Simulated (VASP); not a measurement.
# Rh (Pm-3m) in VASP: single point with LDA

Aim: the single point of Rh with LDA.

All numbers are computed with VASP 6.6.1; they aren't measurements. Logs are shortened: lines on timing, memory, paths and dates and some standing lists are left out, and cuts for length are marked.

### 1 The cell of the first run

Symmetry: Pm-3m, No. 221, cubic system. The conventional cell has a = 4.120 Å, b = 4.120 Å, c = 4.120 Å, α = 90.00°, β = 90.00°, γ = 90.00°. Within 3.8 Å of Rh (site symmetry 4/mmm) lie 8 Rh at 2.91 Å.

### 2 Single point, LDA

INCAR reads:

```
ALGO = Normal ; EDIFF = 1E-6
ENCUT = 520 ; ISIF = 2
ISMEAR = -1 ; LASPH = T
LCHARG = T ; LELF = T
LREAL = F ; LVHAR = T
LWAVE = F ; NBANDS = 30
NELM = 60 ; PREC = Accurate
SIGMA = 0.1
```

KPOINTS reads:

```
k-points
0
Gamma
  6 6 6
```

POSCAR reads:

```
Rh
1.0
    4.1200000000      0.0000000000      0.0000000000
    0.0000000000      4.1200000000      0.0000000000
    0.0000000000      0.0000000000      4.1200000000
Rh
3
Direct
    0.0000000000      0.5000000000      0.5000000000
    0.5000000000      0.0000000000      0.5000000000
    0.5000000000      0.5000000000      0.0000000000
```

Potentials or basis: VASP PAW LDA potentials, release 64 (Rh_pv).

Launch:

```bash
> cat potpaw_LDA.64/Rh_pv/POTCAR > POTCAR
> mpirun -np 1 vasp_std > vasp.out
```

OUTCAR:

```text
EDIFF = 1E-6
   ENCUT = 520
   ISIF = 2
   ISMEAR = -1
   LASPH = T
   LREAL = F
   NELM = 60
   PREC = Accurate

 ion  position               nearest neighbor table
   1  0.000  0.500  0.500-   2 2.91   3 2.91   3 2.91   2 2.91   2 2.91   3 2.91   3 2.91   2 2.91

   2  0.500  0.000  0.500-   1 2.91   3 2.91   3 2.91   1 2.91   3 2.91   3 2.91   1 2.91   1 2.91

   3  0.500  0.500  0.000-   1 2.91   2 2.91   1 2.91   2 2.91   2 2.91   2 2.91   1 2.91   1 2.91

  LATTYP: Found a simple cubic cell.
 ALAT       =     4.1200000000

  Lattice vectors:

 A1 = (   4.1200000000,   0.0000000000,   0.0000000000)
 A2 = (   0.0000000000,   4.1200000000,   0.0000000000)
 A3 = (   0.0000000000,   0.0000000000,   4.1200000000)

Analysis of symmetry for initial positions (statically):
=====================================================================
 Subroutine PRICEL returns:
 Original cell was already a primitive cell.

 Routine SETGRP: Setting up the symmetry group for a
 simple cubic supercell.

 Subroutine GETGRP returns: Found 48 space group operations
 (whereof 48 operations were pure point group operations)
 out of a pool of 48 trial point group operations.

The static configuration has the point symmetry O_h .

Analysis of symmetry for dynamics (positions and initial velocities):
=====================================================================
 Subroutine PRICEL returns:
 Original cell was already a primitive cell.

 Routine SETGRP: Setting up the symmetry group for a
 simple cubic supercell.

 Subroutine GETGRP returns: Found 48 space group operations
 (whereof 48 operations were pure point group operations)
 out of a pool of 48 trial point group operations.

The dynamic configuration has the point symmetry O_h .

 Subroutine INISYM returns: Found 48 space group operations
 (whereof 48 operations are pure point group operations),
 and found     1 'primitive' translations

----------------------------------------------------------------------------------------

                                     Primitive cell

  volume of cell :      69.9345

  direct lattice vectors                    reciprocal lattice vectors
     4.120000000  0.000000000  0.000000000     0.242718447  0.000000000  0.000000000
     0.000000000  4.120000000  0.000000000     0.000000000  0.242718447  0.000000000
     0.000000000  0.000000000  4.120000000     0.000000000  0.000000000  0.242718447

  length of vectors
     4.120000000  4.120000000  4.120000000     0.242718447  0.242718447  0.242718447

  position of ions in fractional coordinates (direct lattice)
     0.000000000  0.500000000  0.500000000
     0.500000000  0.000000000  0.500000000
     0.500000000  0.500000000  0.000000000

  ion indices of the primitive-cell ions
   primitive index   ion index
                 1           1
                 2           2
                 3           3

----------------------------------------------------------------------------------------

 KPOINTS: k-points

Automatic generation of k-mesh.
 Grid dimensions read from file:
 generate k-points for:    6    6    6

 Generating k-lattice:

  Cartesian coordinates                     Fractional coordinates (reciprocal lattice)
     0.040453074  0.000000000  0.000000000     0.166666667  0.000000000  0.000000000
     0.000000000  0.040453074  0.000000000     0.000000000  0.166666667  0.000000000
     0.000000000  0.000000000  0.040453074     0.000000000  0.000000000  0.166666667

  Length of vectors
     0.040453074  0.040453074  0.040453074

  Shift w.r.t. Gamma in fractional coordinates (k-lattice)
     0.000000000  0.000000000  0.000000000

 Subroutine IBZKPT returns following result:
 ===========================================

 Found     20 irreducible k-points:

 Following reciprocal coordinates:
            Coordinates               Weight
  0.000000  0.000000  0.000000      1.000000
  0.166667  0.000000  0.000000      6.000000
  0.333333  0.000000  0.000000      6.000000
  0.500000  0.000000  0.000000      3.000000
  0.166667  0.166667  0.000000     12.000000
  0.333333  0.166667  0.000000     24.000000
[... 12 lines left out ...]
  0.500000  0.500000  0.333333      6.000000
  0.500000  0.500000  0.500000      1.000000
   k-points           NKPTS =     20   k-points in BZ     NKDIM =     20   number of bands    NBANDS=     30
   number of dos      NEDOS =    301   number of ions     NIONS =      3
   total plane-waves  NPLWV =  32768
   dimension x,y,z NGX =    32 NGY =   32 NGZ =   32
   dimension x,y,z NGXF=    64 NGYF=   64 NGZF=   64
   ions per type =               3
   NGX,Y,Z   is equivalent  to a cutoff of  12.91, 12.91, 12.91 a.u.
   NGXF,Y,Z  is equivalent  to a cutoff of  25.82, 25.82, 25.82 a.u.
 SYSTEM =  unknown system
   PREC   = accura    normal or accurate (medium, high low for compatibility)
   ISTART =      0    job   : 0-new  1-cont  2-samecut
   ICHARG =      2    charge: 1-file 2-atom 10-const
   ISPIN  =      1    spin polarized calculation?
   LNONCOLLINEAR =      F non collinear calculations
   LSORBIT =      F    spin-orbit coupling
   LASPH  =      T    aspherical Exc in radial PAW
   ENCUT  =  520.0 eV  38.22 Ry    6.18 a.u.   7.66  7.66  7.66*2*pi/ulx,y,z
   NELM   =     60;   NELMIN=  2; NELMDL= -5     # of ELM steps
   EDIFF  = 0.1E-05   stopping-criterion for ELM
   LREAL  =      F    real-space projection
   EDIFFG = 0.1E-04   stopping-criterion for IOM
   NSW    =      0    number of steps for IOM
   IBRION =     -1    ionic relax: 0-MD 1-quasi-New 2-CG
   NFREE  =      0    steps in history (QN), initial steepest desc. (CG)
   ISIF   =      2    stress and relaxation
   ISYM   =      2    0-nonsym 1-usesym 2-fastsym
   POTIM  = 0.5000    time-step for ionic-motion
   TEBEG  =    0.0;   TEEND  =   0.0 temperature during run
   PSTRESS=    0.0 pullay stress
   NELECT =      45.0000    total number of electrons
   NUPDOWN=      -1.0000    fix difference up-down
   EMIN   =  10.00;   EMAX   =-10.00  energy-range for DOS
   EFERMI =   0.00;   METHOD = LEGACY
   ISMEAR =    -1;   SIGMA  =   0.10  broadening in eV -4-tet -1-fermi 0-gaus
   EFERMI_NEDOS =   21; number of points for ismear=-14 and -15
   IALGO  =     38    algorithm
   IMIX   =      4    mixing-type and parameters
     AMIX     =   0.40;   BMIX     =  1.00
     AMIX_MAG =   1.60;   BMIX_MAG =  1.00
  volume/ion in A,a.u.               =      23.31       157.31
  Fermi-wavevector in a.u.,A,eV,Ry     =   1.413346  2.670836 27.178271  1.997547
  Thomas-Fermi vector in A             =   2.535001
   LORBIT       =      0    0 simple, 1 ext, 2 COOP (PROOUT), +10 PAW based schemes
   GGA     = CA    functional components
   LHFCALC =     F    Hartree Fock is set to
   AEXX    =    0.0000 exact exchange contribution
   IVDW    =     0    specifies the selected vdW correction
   LEPSILON=     F    determine dielectric tensor
   LRPA    =     F    only Hartree local field effects (RPA)
 non-spin polarized calculation
  energy-cutoff  :      520.00
  volume of cell :       69.93
 maximum number of plane-waves:      1924
 NGX is ok and might be reduce to    32
   NGX = 15   NGY = 15   NGZ = 15

 number of electron      45.0000038 magnetization

 Free energy of the ion-electron system (eV)
  ---------------------------------------------------
  ext. energy  EPLUGINS =         0.00000000
  ---------------------------------------------------
  free energy    TOTEN  =       -20.33421323 eV

  energy without entropy =      -20.02476015  energy(sigma->0) =      -20.17948669

 E-fermi :   4.1808     XC(G=0): -11.0440

 val. band max:        4.1780773143   @ k =   0.1667   0.1667   0.0000
 cond. band min:       4.1898236262   @ k =   0.5000   0.3333   0.0000
 fundamental gap:      0.0117463119
 Fermi energy:         4.1807874984

 k-point     1 :       0.0000    0.0000    0.0000
  band No.  band energies     occupation
      1     -41.4266      2.00000
      2     -41.4266      2.00000
      3     -41.4266      2.00000
      4     -41.1830      2.00000
      5     -41.1830      2.00000
      6     -41.1830      2.00000
[... 22 lines left out ...]
     29      13.4041      0.00000
     30      13.4041      0.00000

 k-point     2 :       0.1667    0.0000    0.0000
  band No.  band energies     occupation
      1     -41.4209      2.00000
      2     -41.4209      2.00000
      3     -41.4163      2.00000
      4     -41.1853      2.00000
      5     -41.1853      2.00000
      6     -41.1834      2.00000
[... 22 lines left out ...]
     29      13.4594      0.00000
     30      14.1838      0.00000

 k-point     3 :       0.3333    0.0000    0.0000
  band No.  band energies     occupation
      1     -41.4086      2.00000
      2     -41.4086      2.00000
      3     -41.3920      2.00000
      4     -41.1993      2.00000
      5     -41.1930      2.00000
      6     -41.1930      2.00000
[... 22 lines left out ...]
     29      13.6796      0.00000
     30      14.2340      0.00000

 k-point     4 :       0.5000    0.0000    0.0000
  band No.  band energies     occupation
      1     -41.4019      2.00000
      2     -41.4019      2.00000
      3     -41.3769      2.00000
      4     -41.2158      2.00000
      5     -41.1984      2.00000
      6     -41.1984      2.00000
[... 22 lines left out ...]
     29      14.1804      0.00000
     30      14.1857      0.00000

 k-point     5 :       0.1667    0.1667    0.0000
  band No.  band energies     occupation
      1     -41.4323      2.00000
      2     -41.4151      2.00000
      3     -41.3912      2.00000
      4     -41.2059      2.00000
      5     -41.1868      2.00000
      6     -41.1790      2.00000
[... 22 lines left out ...]
     29      13.8809      0.00000
     30      14.5274      0.00000
[... 394 lines left out ...]
     29      11.4197      0.00000
     30      11.4197      0.00000

 k-point    18 :       0.5000    0.3333    0.3333
  band No.  band energies     occupation
      1     -41.5263      2.00000
      2     -41.3098      2.00000
      3     -41.2977      2.00000
      4     -41.2791      2.00000
      5     -41.2753      2.00000
      6     -41.2619      2.00000
[... 22 lines left out ...]
     29      10.3605      0.00000
     30      11.2705      0.00000

 k-point    19 :       0.5000    0.5000    0.3333
  band No.  band energies     occupation
      1     -41.5405      2.00000
      2     -41.3012      2.00000
      3     -41.2893      2.00000
      4     -41.2854      2.00000
      5     -41.2771      2.00000
      6     -41.2771      2.00000
[... 22 lines left out ...]
     29      11.1332      0.00000
     30      11.1483      0.00000

 k-point    20 :       0.5000    0.5000    0.5000
  band No.  band energies     occupation
      1     -41.5564      2.00000
      2     -41.2892      2.00000
      3     -41.2892      2.00000
      4     -41.2892      2.00000
      5     -41.2853      2.00000
      6     -41.2853      2.00000
[... 22 lines left out ...]
     29      10.2911      0.00000
     30      10.2911      0.00000

------------------------ aborting loop because EDIFF is reached ----------------------------------------

  FORCE on cell =-STRESS in cart. coord.  units (eV):
  Direction    XX          YY          ZZ          XY          YZ          ZX
  --------------------------------------------------------------------------------------
  -------------------------------------------------------------------------------------
  Total      -14.1847177    -14.1847177    -14.1847177     -0.0000000      0.0000000     -0.0000000
  in kB     -324.9672763   -324.9672763   -324.9672763     -0.0000000      0.0000000     -0.0000000
  external PRESSURE =    -324.9672763 kB  Pullay stress =       0.0000000 kB

 VOLUME and BASIS-vectors are now :
 -----------------------------------------------------------------------------
  energy-cutoff  :      520.00
  volume of cell :       69.93
      direct lattice vectors                 reciprocal lattice vectors
     4.120000000  0.000000000  0.000000000     0.242718447  0.000000000  0.000000000
     0.000000000  4.120000000  0.000000000     0.000000000  0.242718447  0.000000000
     0.000000000  0.000000000  4.120000000     0.000000000  0.000000000  0.242718447

 POSITION                                       TOTAL-FORCE (eV/Angst)
 -----------------------------------------------------------------------------------
      0.00000      2.06000      2.06000         0.000000      0.000000      0.000000
      2.06000      0.00000      2.06000         0.000000      0.000000      0.000000
      2.06000      2.06000      0.00000         0.000000      0.000000      0.000000
 -----------------------------------------------------------------------------------
    total drift:                                0.000000     -0.000000     -0.000000

  FREE ENERGIE OF THE ION-ELECTRON SYSTEM (eV)
  ---------------------------------------------------
  free  energy   TOTEN  =       -20.3342132262 eV

  energy  without entropy=      -20.0247601459  energy(sigma->0) =      -20.17948669
```

It took 23 s on 1 thread of Intel Xeon Platinum 8259CL at 2.50GHz (Skylake/Cascade Lake), shared host; peak memory 0.16 GiB.

Results:

| Quantity | Value |
| --- | --- |
| Free energy | -20.3342 eV |
| Pressure | -32.5 GPa |

Levels at points of the mesh, in eV from the Fermi level:
```tsv
k point	band 19	band 20	band 21	band 22	band 23	band 24	band 25	band 26	band 27	band 28
(0.00, 0.00, 0.00)	-0.44	0.15	0.15	0.81	1.02	1.02	1.02	4.52	4.52	4.52
(0.50, 0.00, 0.00)	-0.75	-0.67	-0.51	-0.36	-0.36	-0.24	0.23	1.02	7.70	7.70
(0.50, 0.50, 0.00)	-1.41	-0.79	-0.79	-0.77	-0.37	0.03	0.64	2.77	3.12	3.12
(0.50, 0.50, 0.50)	-0.61	-0.02	-0.02	0.78	0.78	0.78	1.36	2.95	2.95	2.95
```
